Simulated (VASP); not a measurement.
# TiB2 (P6/mmm) in VASP: a series of runs

Runs on TiB2. Level: PBE. Tasks: single point.

Everything below comes from runs of VASP 6.6.1. Logs are shortened: lines on timing, memory, paths and dates and some standing lists are left out, and cuts for length are marked.

## Step 1: The cell of the first run

The structure is hexagonal, space group P6/mmm (No. 191). The conventional cell has a = 3.029 Å, b = 3.029 Å, c = 3.228 Å, α = 90.00°, β = 90.00°, γ = 120.00°. Ti (site symmetry 6/mmm) has 12 B at 2.38 Å and 6 Ti at 3.03 Å within 3.1 Å. Within 2.3 Å of B (site symmetry -6m2) lie 3 B at 1.75 Å.

## Step 2: Single point, PBE

Input file INCAR:

```
PREC = Accurate ; ENCUT = 520
EDIFF = 1E-6 ; ISMEAR = -1
SIGMA = 0.1 ; LREAL = F
LASPH = T ; NELM = 100
ALGO = Normal ; ISIF = 2
LWAVE = F ; LCHARG = F
GGA = PE ; NBANDS = 16
```

Input file KPOINTS:

```
Automatic mesh
0
Gamma
  3 3 2
```

Input file POSCAR:

```
TiB2
1.0
    3.0292000000      0.0000000000      0.0000000000
   -1.5146000000      2.6233641531      0.0000000000
    0.0000000000      0.0000000000      3.2284000000
Ti B
1 2
Direct
    0.0000000000      0.0000000000      0.0000000000
    0.3333333333      0.6666666667      0.5000000000
    0.6666666667      0.3333333333      0.5000000000
```

Potentials or basis: VASP PAW PBE potentials, release 64 (Ti_sv, B).

Run with:

```
$ cat potpaw_PBE.64/Ti_sv/POTCAR potpaw_PBE.64/B/POTCAR > POTCAR
$ mpirun -np 1 vasp_std > vasp.out
```

OUTCAR:

```text
PREC = Accurate
   ENCUT = 520
   EDIFF = 1E-6
   ISMEAR = -1
   LREAL = F
   LASPH = T
   NELM = 100
   ISIF = 2
   GGA = PE

 ion  position               nearest neighbor table
   1  0.000  0.000  0.000-   2 2.38   3 2.38   2 2.38   3 2.38   2 2.38   2 2.38   3 2.38   3 2.38
                             3 2.38   3 2.38   2 2.38   2 2.38
   2  0.333  0.667  0.500-   3 1.75   3 1.75   3 1.75   1 2.38   1 2.38   1 2.38   1 2.38   1 2.38
                             1 2.38
   3  0.667  0.333  0.500-   2 1.75   2 1.75   2 1.75   1 2.38   1 2.38   1 2.38   1 2.38   1 2.38
                             1 2.38

  LATTYP: Found a hexagonal cell.
 ALAT       =     3.0292000000
 C/A-ratio  =     1.0657599366

  Lattice vectors:

 A1 = (   3.0292000000,   0.0000000000,   0.0000000000)
 A2 = (  -1.5146000000,   2.6233641531,   0.0000000000)
 A3 = (   0.0000000000,   0.0000000000,   3.2284000000)

Analysis of symmetry for initial positions (statically):
=====================================================================
 Subroutine PRICEL returns:
 Original cell was already a primitive cell.

 Routine SETGRP: Setting up the symmetry group for a
 hexagonal supercell.

 Subroutine GETGRP returns: Found 24 space group operations
 (whereof 24 operations were pure point group operations)
 out of a pool of 24 trial point group operations.

The static configuration has the point symmetry D_6h.

Analysis of symmetry for dynamics (positions and initial velocities):
=====================================================================
 Subroutine PRICEL returns:
 Original cell was already a primitive cell.

 Routine SETGRP: Setting up the symmetry group for a
 hexagonal supercell.

 Subroutine GETGRP returns: Found 24 space group operations
 (whereof 24 operations were pure point group operations)
 out of a pool of 24 trial point group operations.

The dynamic configuration has the point symmetry D_6h.

 Subroutine INISYM returns: Found 24 space group operations
 (whereof 24 operations are pure point group operations),
 and found     1 'primitive' translations

----------------------------------------------------------------------------------------

                                     Primitive cell

  volume of cell :      25.6551

  direct lattice vectors                    reciprocal lattice vectors
     3.029200000  0.000000000  0.000000000     0.330120164  0.190594965  0.000000000
    -1.514600000  2.623364153  0.000000000     0.000000000  0.381189931  0.000000000
     0.000000000  0.000000000  3.228400000     0.000000000  0.000000000  0.309750960

  length of vectors
     3.029200000  3.029200000  3.228400000     0.381189931  0.381189931  0.309750960

  position of ions in fractional coordinates (direct lattice)
     0.000000000  0.000000000  0.000000000
     0.333333333  0.666666667  0.500000000
     0.666666667  0.333333333  0.500000000

  ion indices of the primitive-cell ions
   primitive index   ion index
                 1           1
                 2           2
                 3           3

----------------------------------------------------------------------------------------

 KPOINTS: Automatic mesh

Automatic generation of k-mesh.
 Grid dimensions read from file:
 generate k-points for:    3    3    2

 Generating k-lattice:

  Cartesian coordinates                     Fractional coordinates (reciprocal lattice)
     0.110040055  0.063531655  0.000000000     0.333333333  0.000000000  0.000000000
     0.000000000  0.127063310  0.000000000     0.000000000  0.333333333  0.000000000
     0.000000000  0.000000000  0.154875480     0.000000000  0.000000000  0.500000000

  Length of vectors
     0.127063310  0.127063310  0.154875480

  Shift w.r.t. Gamma in fractional coordinates (k-lattice)
     0.000000000  0.000000000  0.000000000

 Subroutine IBZKPT returns following result:
 ===========================================

 Found      6 irreducible k-points:

 Following reciprocal coordinates:
            Coordinates               Weight
  0.000000  0.000000  0.000000      1.000000
  0.333333  0.000000  0.000000      6.000000
  0.333333  0.333333  0.000000      2.000000
  0.000000  0.000000  0.500000      1.000000
  0.333333  0.000000  0.500000      6.000000
  0.333333  0.333333  0.500000      2.000000
   k-points           NKPTS =      6   k-points in BZ     NKDIM =      6   number of bands    NBANDS=     16
   number of dos      NEDOS =    301   number of ions     NIONS =      3
   total plane-waves  NPLWV =  13824
   dimension x,y,z NGX =    24 NGY =   24 NGZ =   24
   dimension x,y,z NGXF=    48 NGYF=   48 NGZF=   48
   ions per type =               1   2
   NGX,Y,Z   is equivalent  to a cutoff of  13.17, 13.17, 12.36 a.u.
   NGXF,Y,Z  is equivalent  to a cutoff of  26.34, 26.34, 24.72 a.u.
 SYSTEM =  unknown system
   PREC   = accura    normal or accurate (medium, high low for compatibility)
   ISTART =      0    job   : 0-new  1-cont  2-samecut
   ICHARG =      2    charge: 1-file 2-atom 10-const
   ISPIN  =      1    spin polarized calculation?
   LNONCOLLINEAR =      F non collinear calculations
   LSORBIT =      F    spin-orbit coupling
   LASPH  =      T    aspherical Exc in radial PAW
   ENCUT  =  520.0 eV  38.22 Ry    6.18 a.u.   5.63  5.63  6.00*2*pi/ulx,y,z
   NELM   =    100;   NELMIN=  2; NELMDL= -5     # of ELM steps
   EDIFF  = 0.1E-05   stopping-criterion for ELM
   LREAL  =      F    real-space projection
   EDIFFG = 0.1E-04   stopping-criterion for IOM
   NSW    =      0    number of steps for IOM
   IBRION =     -1    ionic relax: 0-MD 1-quasi-New 2-CG
   NFREE  =      0    steps in history (QN), initial steepest desc. (CG)
   ISIF   =      2    stress and relaxation
   ISYM   =      2    0-nonsym 1-usesym 2-fastsym
   POTIM  = 0.5000    time-step for ionic-motion
   TEBEG  =    0.0;   TEEND  =   0.0 temperature during run
   PSTRESS=    0.0 pullay stress
   NELECT =      18.0000    total number of electrons
   NUPDOWN=      -1.0000    fix difference up-down
   EMIN   =  10.00;   EMAX   =-10.00  energy-range for DOS
   EFERMI =   0.00;   METHOD = LEGACY
   ISMEAR =    -1;   SIGMA  =   0.10  broadening in eV -4-tet -1-fermi 0-gaus
   EFERMI_NEDOS =   21; number of points for ismear=-14 and -15
   IALGO  =     38    algorithm
   IMIX   =      4    mixing-type and parameters
     AMIX     =   0.40;   BMIX     =  1.00
     AMIX_MAG =   1.60;   BMIX_MAG =  1.00
  volume/ion in A,a.u.               =       8.55        57.71
  Fermi-wavevector in a.u.,A,eV,Ry     =   1.454703  2.748990 28.792122  2.116161
  Thomas-Fermi vector in A             =   2.571823
   LORBIT       =      0    0 simple, 1 ext, 2 COOP (PROOUT), +10 PAW based schemes
   GGA     = PE    functional components
   LHFCALC =     F    Hartree Fock is set to
   AEXX    =    0.0000 exact exchange contribution
   IVDW    =     0    specifies the selected vdW correction
   LEPSILON=     F    determine dielectric tensor
   LRPA    =     F    only Hartree local field effects (RPA)
 non-spin polarized calculation
  energy-cutoff  :      520.00
  volume of cell :       25.66
 maximum number of plane-waves:       721
 NGX is ok and might be reduce to    24
   NGX = 11   NGY = 11   NGZ = 13

 number of electron      18.0000002 magnetization

 Free energy of the ion-electron system (eV)
  ---------------------------------------------------
  ext. energy  EPLUGINS =         0.00000000
  ---------------------------------------------------
  free energy    TOTEN  =       -24.40458260 eV

  energy without entropy =      -24.38104555  energy(sigma->0) =      -24.39281407

 E-fermi :   9.8271     XC(G=0): -12.7633

 val. band max:        9.7950422714   @ k =   0.0000   0.0000   0.5000
 cond. band min:      10.2589024209   @ k =   0.0000   0.0000   0.5000
 fundamental gap:      0.4638601494
 Fermi energy:         9.8271161369

 k-point     1 :       0.0000    0.0000    0.0000
  band No.  band energies     occupation
      1     -47.1210      2.00000
      2     -23.3772      2.00000
      3     -23.1969      2.00000
      4     -23.1969      2.00000
      5      -3.4205      2.00000
      6       7.4174      2.00000
      7       7.4174      2.00000
      8       7.7249      2.00000
      9       7.8200      2.00000
     10      11.7902      0.00000
     11      11.7902      0.00000
     12      13.5922      0.00000
     13      13.5922      0.00000
     14      15.8992      0.00000
     15      15.8992      0.00000
     16      16.9509      0.00000

 k-point     2 :       0.3333    0.0000    0.0000
  band No.  band energies     occupation
      1     -47.0803      2.00000
      2     -23.4992      2.00000
      3     -23.3256      2.00000
      4     -23.2664      2.00000
      5      -1.4123      2.00000
      6       3.4373      2.00000
      7       6.9082      2.00000
      8       7.0584      2.00000
      9       7.9630      2.00000
     10      11.3732      0.00000
     11      12.2556      0.00000
     12      12.3659      0.00000
     13      13.5491      0.00000
     14      17.0778      0.00000
     15      17.3680      0.00000
     16      18.9006      0.00000

 k-point     3 :       0.3333    0.3333    0.0000
  band No.  band energies     occupation
      1     -47.0598      2.00000
      2     -23.4753      2.00000
      3     -23.4753      2.00000
      4     -23.2999      2.00000
      5       1.7641      2.00000
      6       1.7641      2.00000
      7       2.7750      2.00000
      8       8.1168      2.00000
      9       8.1168      2.00000
     10      11.2366      0.00000
     11      11.2366      0.00000
     12      11.9353      0.00000
     13      16.8947      0.00000
     14      16.8947      0.00000
     15      20.0816      0.00000
     16      20.0816      0.00000

 k-point     4 :       0.0000    0.0000    0.5000
  band No.  band energies     occupation
      1     -47.1067      2.00000
      2     -23.5723      2.00000
      3     -23.1812      2.00000
      4     -23.1812      2.00000
      5      -1.4722      2.00000
      6       2.3603      2.00000
      7       9.5990      1.81468
      8       9.5990      1.81468
      9       9.7950      1.15901
     10       9.7950      1.15901
     11      10.2589      0.02631
     12      10.2589      0.02631
     13      11.5786      0.00000
     14      16.5790      0.00000
     15      19.8789      0.00000
     16      20.3126      0.00000

 k-point     5 :       0.3333    0.0000    0.5000
  band No.  band energies     occupation
      1     -47.0666      2.00000
      2     -23.5028      2.00000
      3     -23.4718      2.00000
      4     -23.2466      2.00000
      5      -0.4383      2.00000
      6       4.0936      2.00000
      7       4.7084      2.00000
      8       5.9605      2.00000
      9       7.7696      2.00000
     10      11.9403      0.00000
     11      12.1837      0.00000
     12      13.2476      0.00000
     13      13.9951      0.00000
     14      16.7436      0.00000
     15      16.9041      0.00000
     16      22.7403      0.00000

 k-point     6 :       0.3333    0.3333    0.5000
  band No.  band energies     occupation
      1     -47.0464      2.00000
      2     -23.4678      2.00000
      3     -23.4478      2.00000
      4     -23.4478      2.00000
      5       1.5342      2.00000
      6       1.5342      2.00000
      7       4.4122      2.00000
      8       6.7780      2.00000
      9       6.7780      2.00000
     10      12.4249      0.00000
     11      14.1579      0.00000
     12      14.1579      0.00000
     13      14.3423      0.00000
     14      14.3423      0.00000
     15      16.8928      0.00000
     16      21.4396      0.00000

------------------------ aborting loop because EDIFF is reached ----------------------------------------

  FORCE on cell =-STRESS in cart. coord.  units (eV):
  Direction    XX          YY          ZZ          XY          YZ          ZX
  --------------------------------------------------------------------------------------
  -------------------------------------------------------------------------------------
  Total        0.0792965      0.0792965     -0.0904811      0.0000000     -0.0000000      0.0000000
  in kB        4.9521133      4.9521133     -5.6505983      0.0000000     -0.0000000      0.0000000
  external PRESSURE =       1.4178761 kB  Pullay stress =       0.0000000 kB

 VOLUME and BASIS-vectors are now :
 -----------------------------------------------------------------------------
  energy-cutoff  :      520.00
  volume of cell :       25.66
      direct lattice vectors                 reciprocal lattice vectors
     3.029200000  0.000000000  0.000000000     0.330120164  0.190594965  0.000000000
    -1.514600000  2.623364153  0.000000000     0.000000000  0.381189931  0.000000000
     0.000000000  0.000000000  3.228400000     0.000000000  0.000000000  0.309750960

 POSITION                                       TOTAL-FORCE (eV/Angst)
 -----------------------------------------------------------------------------------
      0.00000      0.00000      0.00000         0.000000      0.000000     -0.000000
     -0.00000      1.74891      1.61420        -0.000000      0.000000      0.000000
      1.51460      0.87445      1.61420         0.000000     -0.000000     -0.000000
 -----------------------------------------------------------------------------------
    total drift:                               -0.000000      0.000000      0.000000

  FREE ENERGIE OF THE ION-ELECTRON SYSTEM (eV)
  ---------------------------------------------------
  free  energy   TOTEN  =       -24.4045825968 eV

  energy  without entropy=      -24.3810455505  energy(sigma->0) =      -24.39281407
```

Run time: 3.4 s. Hardware: 1 thread of Intel Xeon Platinum 8559C (Emerald Rapids), shared host; peak memory 0.13 GiB.

What came out:

```
Free energy            : -24.4046 eV
Pressure               : 0.1 GPa
Band gap on the k mesh : zero (filled and empty bands touch)
```

Caveat: the k points lie up to 0.97 Å⁻¹ apart.

## Step 3: Single point, PBE

Input file INCAR:

```
ALGO = Normal ; EDIFF = 1E-7
ENCUT = 520 ; GGA = PE
ISIF = 2 ; ISMEAR = -1
LASPH = T ; LCHARG = F
LREAL = F ; LWAVE = F
NBANDS = 16 ; NELM = 100
PREC = Accurate ; SIGMA = 0.1
```

Input file KPOINTS:

```
k-points
0
Gamma
  4 4 3
```

POSCAR is that of step 2.

Potentials or basis: VASP PAW PBE potentials, release 64 (Ti_sv, B).

Run with:

```
$ cat potpaw_PBE.64/Ti_sv/POTCAR potpaw_PBE.64/B/POTCAR > POTCAR
$ mpirun -np 1 vasp_std > vasp.out
```

Wall time 3.6 s (1 thread of Intel Xeon Platinum 8559C (Emerald Rapids), shared host); peak memory 0.13 GiB.

The run converged. Its results:

```yaml
Free_energy: -24.4005 eV
Pressure: 0.8 GPa
Band_gap_on_the_k_mesh: zero (filled and empty bands touch)
```

Stress tensor (GPa, compression positive):
```
0.44 0.00 0.00
0.00 0.44 0.00
0.00 0.00 1.41
```

Levels at points of the mesh, in eV from the Fermi level:
```csv
k point,band 7,band 8,band 9,band 10,band 11,band 12
"(0.00, 0.00, 0.00)",-2.70,-2.42,-2.22,1.78,1.78,3.55
"(0.50, 0.00, 0.00)",-3.36,-3.32,-2.37,1.23,2.62,3.11
```

Caveat: the k points lie up to 0.65 Å⁻¹ apart.

## Step 4: Single point, PBE

Input file INCAR:

```
ALGO = Normal
EDIFF = 1E-6
ENCUT = 520
GGA = PE
ISIF = 2
ISMEAR = -1
LASPH = T
LCHARG = T
LELF = T
LREAL = F
LVHAR = T
LWAVE = F
NBANDS = 16
NELM = 100
PREC = Accurate
SIGMA = 0.1
```

Input file KPOINTS:

```
k-points
0
Gamma
  5 5 4
```

POSCAR is that of step 3.

Run with:

```
$ cat potpaw_PBE.64/Ti_sv/POTCAR potpaw_PBE.64/B/POTCAR > POTCAR
$ mpirun -np 1 vasp_std > vasp.out
```

It took 4.9 s on 1 thread of Intel Xeon Platinum 8559C (Emerald Rapids), shared host; peak memory 0.13 GiB.

Results (log left out):

* Free energy: -24.4122 eV
* Pressure: 0.7 GPa
* Band gap on the k mesh: zero (band 9 reaches 10.38 eV, above the bottom of band 10 at 9.81 eV)

Stress tensor (GPa, compression positive):
```
 1.48  0.00  0.00
 0.00  1.48  0.00
 0.00  0.00 -0.97
```

Levels at points of the mesh, in eV from the Fermi level:
| k point | band 7 | band 8 | band 9 | band 10 | band 11 | band 12 |
| --- | --- | --- | --- | --- | --- | --- |
| (0.00, 0.00, 0.00) | -2.47 | -2.20 | -1.99 | 2.00 | 2.00 | 3.77 |
| (0.00, 0.00, 0.50) | -0.42 | -0.42 | -0.06 | -0.06 | 0.55 | 0.55 |

Caveat: the k points lie up to 0.49 Å⁻¹ apart.

## Step 5: Single point, PBE

Input file INCAR:

```
SYSTEM = TiB2
ALGO = Normal
EDIFF = 1E-6
ENCUT = 520
GGA = PE
ISIF = 2
ISMEAR = -1
LASPH = .TRUE.
LCHARG = .TRUE.
LELF = .TRUE.
LREAL = .FALSE.
LVHAR = .TRUE.
LWAVE = .FALSE.
NBANDS = 16
NELM = 100
PREC = Accurate
SIGMA = 0.1
```

Input file KPOINTS:

```
k-points
0
G
  7 7 6
  0 0 0
```

POSCAR is that of step 4.

Run with:

```
$ cat potpaw_PBE.64/Ti_sv/POTCAR potpaw_PBE.64/B/POTCAR > POTCAR
$ mpirun -np 1 vasp_std > vasp.out
```

Run time: 6.8 s. Hardware: 1 thread of Intel Xeon Platinum 8559C (Emerald Rapids), shared host; peak memory 0.14 GiB.

It converged, with:

```yaml
Free_energy: -24.4303 eV
Pressure: 0.5 GPa
Band_gap_on_the_k_mesh: zero (band 9 reaches 10.18 eV, above the bottom of band 10 at 9.82 eV)
```

Stress tensor (GPa, compression positive):
```
 1.04  0.00  0.00
 0.00  1.04  0.00
 0.00  0.00 -0.55
```

Levels at points of the mesh, in eV from the Fermi level:
| k point | band 7 | band 8 | band 9 | band 10 | band 11 | band 12 |
| --- | --- | --- | --- | --- | --- | --- |
| (0.00, 0.00, 0.00) | -2.49 | -2.22 | -2.00 | 2.00 | 2.00 | 3.76 |
| (0.00, 0.00, 0.50) | -0.44 | -0.44 | -0.07 | -0.07 | 0.55 | 0.55 |

[end of part 1 of 2]
